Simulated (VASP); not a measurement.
# Ti4C in VASP: notebook

The runs below take Ti4C through single point, with LDA.

Everything below comes from runs of VASP 6.6.1. Logs are shortened: lines on timing, memory, paths and dates and some standing lists are left out, and cuts for length are marked.

## Step 1: The cell of the first run

The cell holds a slab with vacuum, 5 atoms: a = 2.864 Å, b = 2.864 Å, c = 22.241 Å, α = 90.00°, β = 90.00°, γ = 120.00°.

## Step 2: Single point, LDA

Contents of INCAR:

```
  PREC = Accurate
  ENCUT = 520
  EDIFF = 1E-6
  ISMEAR = 0
  SIGMA = 0.1
  LREAL = F
  LASPH = T
  NELM = 80
  ALGO = Normal
  ISIF = 2
  LWAVE = F
  LCHARG = F
  LDIPOL = T
  IDIPOL = 3
  DIPOL = 0.5 0.5 0.379
  NBANDS = 34
```

Contents of KPOINTS:

```
regular mesh
0
Gamma
  9 9 1
```

Contents of POSCAR:

```
Ti4C
1.0
    2.8641158382      0.0000000000      0.0000000000
   -1.4320579191      2.4803970752      0.0000000000
    0.0000000000      0.0000000000     22.2412393510
Ti C
4 1
Direct
    0.6666666667      0.3333333334      0.1798460930
    0.3333333333      0.6666666666      0.2818047761
    0.6666666667      0.3333333334      0.3878689313
    0.6660723106      0.8330361553      0.5044709615
    1.0000000000      1.5000000000      0.5434703716
```

Potentials or basis: VASP PAW LDA potentials, release 64 (Ti_sv, C).

Launch:

```bash
$ cat potpaw_LDA.64/Ti_sv/POTCAR potpaw_LDA.64/C/POTCAR > POTCAR
$ mpirun -np 1 vasp_std > vasp.out
```

OUTCAR:

```text
PREC = Accurate
   ENCUT = 520
   EDIFF = 1E-6
   ISMEAR = 0
   LREAL = F
   LASPH = T
   NELM = 80
   ISIF = 2

 ion  position               nearest neighbor table
   1  0.667  0.333  0.180-   2 2.81   2 2.81   2 2.81
   2  0.333  0.667  0.282-   1 2.81   1 2.81   1 2.81   3 2.88   3 2.88   3 2.88
   3  0.667  0.333  0.388-   2 2.88   2 2.88   2 2.88
   4  0.666  0.833  0.504-   5 1.87   5 1.87   5 1.87
   5  0.000  0.500  0.543-   4 1.87   4 1.87   4 1.87

  LATTYP: Found a hexagonal cell.
 ALAT       =     2.8641158382
 C/A-ratio  =     7.7654817778

  Lattice vectors:

 A1 = (   2.8641158382,   0.0000000000,   0.0000000000)
 A2 = (  -1.4320579191,   2.4803970752,   0.0000000000)
 A3 = (   0.0000000000,   0.0000000000,  22.2412393510)

Analysis of symmetry for initial positions (statically):
=====================================================================
 Subroutine PRICEL returns:
 Original cell was already a primitive cell.

 Routine SETGRP: Setting up the symmetry group for a
 hexagonal supercell.

 Subroutine GETGRP returns: Found  2 space group operations
 (whereof  2 operations were pure point group operations)
 out of a pool of 24 trial point group operations.

The static configuration has the point symmetry C_1h.

Analysis of symmetry for dynamics (positions and initial velocities):
=====================================================================
 Subroutine PRICEL returns:
 Original cell was already a primitive cell.

 Routine SETGRP: Setting up the symmetry group for a
 hexagonal supercell.

 Subroutine GETGRP returns: Found  2 space group operations
 (whereof  2 operations were pure point group operations)
 out of a pool of 24 trial point group operations.

The dynamic configuration has the point symmetry C_1h.

 Subroutine INISYM returns: Found  2 space group operations
 (whereof  2 operations are pure point group operations),
 and found     1 'primitive' translations

----------------------------------------------------------------------------------------

                                     Primitive cell

  volume of cell :     158.0050

  direct lattice vectors                    reciprocal lattice vectors
     2.864115838  0.000000000  0.000000000     0.349147889  0.201580628  0.000000000
    -1.432057919  2.480397075  0.000000000     0.000000000  0.403161256  0.000000000
     0.000000000  0.000000000 22.241239351     0.000000000  0.000000000  0.044961523

  length of vectors
     2.864115838  2.864115838 22.241239351     0.403161256  0.403161256  0.044961523

  position of ions in fractional coordinates (direct lattice)
     0.666666667  0.333333333  0.179846093
     0.333333333  0.666666667  0.281804776
     0.666666667  0.333333333  0.387868931
     0.666072311  0.833036155  0.504470961
     0.000000000  0.500000000  0.543470372

  ion indices of the primitive-cell ions
   primitive index   ion index
                 1           1
                 2           2
                 3           3
                 4           4
                 5           5

----------------------------------------------------------------------------------------

 KPOINTS: regular mesh

Automatic generation of k-mesh.
 Grid dimensions read from file:
 generate k-points for:    9    9    1

 Generating k-lattice:

  Cartesian coordinates                     Fractional coordinates (reciprocal lattice)
     0.038794210  0.022397848  0.000000000     0.111111111  0.000000000  0.000000000
     0.000000000  0.044795695  0.000000000     0.000000000  0.111111111  0.000000000
     0.000000000  0.000000000  0.044961523     0.000000000  0.000000000  1.000000000

  Length of vectors
     0.044795695  0.044795695  0.044961523

  Shift w.r.t. Gamma in fractional coordinates (k-lattice)
     0.000000000  0.000000000  0.000000000

 Subroutine IBZKPT returns following result:
 ===========================================

 Found     25 irreducible k-points:

 Following reciprocal coordinates:
            Coordinates               Weight
  0.000000  0.000000  0.000000      1.000000
  0.111111 -0.000000  0.000000      2.000000
  0.000000  0.111111  0.000000      4.000000
  0.222222 -0.000000  0.000000      2.000000
  0.000000  0.222222  0.000000      4.000000
  0.333333 -0.000000  0.000000      2.000000
[... 16 lines left out ...]
 -0.222222 -0.444444  0.000000      4.000000
  0.444444  0.333333  0.000000      4.000000
   k-points           NKPTS =     25   k-points in BZ     NKDIM =     25   number of bands    NBANDS=     34
   number of dos      NEDOS =    301   number of ions     NIONS =      5
   total plane-waves  NPLWV =  96768
   dimension x,y,z NGX =    24 NGY =   24 NGZ =  168
   dimension x,y,z NGXF=    48 NGYF=   48 NGZF=  336
   ions per type =               4   1
   NGX,Y,Z   is equivalent  to a cutoff of  13.93, 13.93, 12.56 a.u.
   NGXF,Y,Z  is equivalent  to a cutoff of  27.86, 27.86, 25.11 a.u.
 SYSTEM =  unknown system
   PREC   = accura    normal or accurate (medium, high low for compatibility)
   ISTART =      0    job   : 0-new  1-cont  2-samecut
   ICHARG =      2    charge: 1-file 2-atom 10-const
   ISPIN  =      1    spin polarized calculation?
   LNONCOLLINEAR =      F non collinear calculations
   LSORBIT =      F    spin-orbit coupling
   LASPH  =      T    aspherical Exc in radial PAW
   ENCUT  =  520.0 eV  38.22 Ry    6.18 a.u.   5.33  5.33 41.35*2*pi/ulx,y,z
   NELM   =     80;   NELMIN=  2; NELMDL= -5     # of ELM steps
   EDIFF  = 0.1E-05   stopping-criterion for ELM
   LREAL  =      F    real-space projection
   EDIFFG = 0.1E-04   stopping-criterion for IOM
   NSW    =      0    number of steps for IOM
   IBRION =     -1    ionic relax: 0-MD 1-quasi-New 2-CG
   NFREE  =      0    steps in history (QN), initial steepest desc. (CG)
   ISIF   =      2    stress and relaxation
   ISYM   =      2    0-nonsym 1-usesym 2-fastsym
   POTIM  = 0.5000    time-step for ionic-motion
   TEBEG  =    0.0;   TEEND  =   0.0 temperature during run
   PSTRESS=    0.0 pullay stress
   NELECT =      52.0000    total number of electrons
   NUPDOWN=      -1.0000    fix difference up-down
   EMIN   =  10.00;   EMAX   =-10.00  energy-range for DOS
   EFERMI =   0.00;   METHOD = LEGACY
   ISMEAR =     0;   SIGMA  =   0.10  broadening in eV -4-tet -1-fermi 0-gaus
   EFERMI_NEDOS =   21; number of points for ismear=-14 and -15
   IALGO  =     38    algorithm
   IMIX   =      4    mixing-type and parameters
     AMIX     =   0.40;   BMIX     =  1.00
     AMIX_MAG =   1.60;   BMIX_MAG =  1.00
  volume/ion in A,a.u.               =      31.60       213.25
  Fermi-wavevector in a.u.,A,eV,Ry     =   1.130279  2.135918 17.381862  1.277531
  Thomas-Fermi vector in A             =   2.266975
   LORBIT       =      0    0 simple, 1 ext, 2 COOP (PROOUT), +10 PAW based schemes
   GGA     = CA    functional components
   LHFCALC =     F    Hartree Fock is set to
   AEXX    =    0.0000 exact exchange contribution
   IVDW    =     0    specifies the selected vdW correction
   LEPSILON=     F    determine dielectric tensor
   LRPA    =     F    only Hartree local field effects (RPA)
 non-spin polarized calculation
 Gauss-broadening in eV      SIGMA  =   0.10
  energy-cutoff  :      520.00
  volume of cell :      158.00
 maximum number of plane-waves:      4289
 NGX is ok and might be reduce to    24
   NGX = 11   NGY = 11   NGZ = 83

 dipolmoment           0.000000      0.000000     -0.058089 electrons x Angstroem

 number of electron      52.0000015 magnetization

 dipolmoment           0.000000      0.000000      0.087509 electrons x Angstroem

 Free energy of the ion-electron system (eV)
  ---------------------------------------------------
  ext. energy  EPLUGINS =         0.00000000
  ---------------------------------------------------
  free energy    TOTEN  =       -40.51741739 eV

  energy without entropy =      -40.47837657  energy(sigma->0) =      -40.49789698

 E-fermi :   0.5641     XC(G=0):  -6.3342

 val. band max:        0.5409740504   @ k =   0.1111   0.1111   0.0000
 cond. band min:       0.5698152619   @ k =   0.3333  -0.0000   0.0000
 fundamental gap:      0.0288412116
 Fermi energy:         0.5641254946

 k-point     1 :       0.0000    0.0000    0.0000
  band No.  band energies     occupation
      1     -55.5336      2.00000
      2     -55.3745      2.00000
      3     -55.2789      2.00000
      4     -53.9574      2.00000
      5     -32.3726      2.00000
      6     -32.1001      2.00000
[... 26 lines left out ...]
     33       1.7635      0.00000
     34       2.7662      0.00000

 k-point     2 :       0.1111   -0.0000    0.0000
  band No.  band energies     occupation
      1     -55.5207      2.00000
      2     -55.3616      2.00000
      3     -55.2692      2.00000
      4     -53.9431      2.00000
      5     -32.3507      2.00000
      6     -32.0961      2.00000
[... 26 lines left out ...]
     33       1.9896      0.00000
     34       2.6450      0.00000

 k-point     3 :       0.0000    0.1111    0.0000
  band No.  band energies     occupation
      1     -55.5207      2.00000
      2     -55.3616      2.00000
      3     -55.2692      2.00000
      4     -53.9431      2.00000
      5     -32.3507      2.00000
      6     -32.0956      2.00000
[... 26 lines left out ...]
     33       1.9930      0.00000
     34       2.6096      0.00000
[... 704 lines left out ...]
 k-point    23 :      -0.2222   -0.4444    0.0000
  band No.  band energies     occupation
      1     -55.4146      2.00000
      2     -55.2516      2.00000
      3     -55.1935      2.00000
      4     -53.8253      2.00000
      5     -32.3493      2.00000
      6     -32.2552      2.00000
[... 26 lines left out ...]
     33       3.1327      0.00000
     34       3.2329      0.00000

 k-point    24 :       0.4444    0.3333    0.0000
  band No.  band energies     occupation
      1     -55.4146      2.00000
      2     -55.2517      2.00000
      3     -55.1935      2.00000
      4     -53.8253      2.00000
      5     -32.3504      2.00000
      6     -32.2558      2.00000
[... 26 lines left out ...]
     33       3.1317      0.00000
     34       3.2641      0.00000

 [... further k-points ...]

------------------------ aborting loop because EDIFF is reached ----------------------------------------

 vacuum level on the upper side and lower side of the slab       (xc-potential included)         0.970        -1.249

  FORCE on cell =-STRESS in cart. coord.  units (eV):
  Direction    XX          YY          ZZ          XY          YZ          ZX
  --------------------------------------------------------------------------------------
  -------------------------------------------------------------------------------------
  Total        3.9182430      4.7034957     -2.1431093     -0.6800488     -0.1808575     -0.3132543
  in kB       39.7311539     47.6936502    -21.7312214     -6.8957241     -1.8339027     -3.1764126
  external PRESSURE =      21.8978609 kB  Pullay stress =       0.0000000 kB

 VOLUME and BASIS-vectors are now :
 -----------------------------------------------------------------------------
  energy-cutoff  :      520.00
  volume of cell :      158.00
      direct lattice vectors                 reciprocal lattice vectors
     2.864115838  0.000000000  0.000000000     0.349147889  0.201580628  0.000000000
    -1.432057919  2.480397075  0.000000000     0.000000000  0.403161256  0.000000000
     0.000000000  0.000000000 22.241239351     0.000000000  0.000000000  0.044961523

 POSITION                                       TOTAL-FORCE (eV/Angst)
 -----------------------------------------------------------------------------------
      1.43206      0.82680      4.00000        -0.019615     -0.011325      0.516727
     -0.00000      1.65360      6.26769         0.075964      0.043858     -0.081171
      1.43206      0.82680      8.62669         0.007719      0.004457     -0.437522
      0.71475      2.06626     11.22006         0.003586      0.002070     -0.080770
     -0.71603      1.24020     12.08745        -0.067654     -0.039060      0.082735
 -----------------------------------------------------------------------------------
    total drift:                                0.000009      0.000005     -0.000484

  FREE ENERGIE OF THE ION-ELECTRON SYSTEM (eV)
  ---------------------------------------------------
  free  energy   TOTEN  =       -40.5174173922 eV

  energy  without entropy=      -40.4783765718  energy(sigma->0) =      -40.49789698

 vacuum level on the upper side and lower side of the slab         7.383         5.105
```

Wall time 4.7 min (1 thread of Intel Xeon Platinum 8124M at 3.00GHz (Skylake/Cascade Lake), shared host); peak memory 0.3 GiB.

Results:

| Item | Value |
| --- | --- |
| Free energy | -40.5174 eV |
| Largest force | 0.517 eV/Å |
| Band gap on the k mesh | zero (band 26 reaches 1.06 eV, above the bottom of band 27 at 0.37 eV) |

Forces in eV/Å, atoms in the order of the input:
```
Ti  -0.020 -0.011  0.517
Ti   0.076  0.044 -0.081
Ti   0.008  0.004 -0.438
Ti   0.004  0.002 -0.081
C   -0.068 -0.039  0.083
```

(Continued in part 2 of 2.)
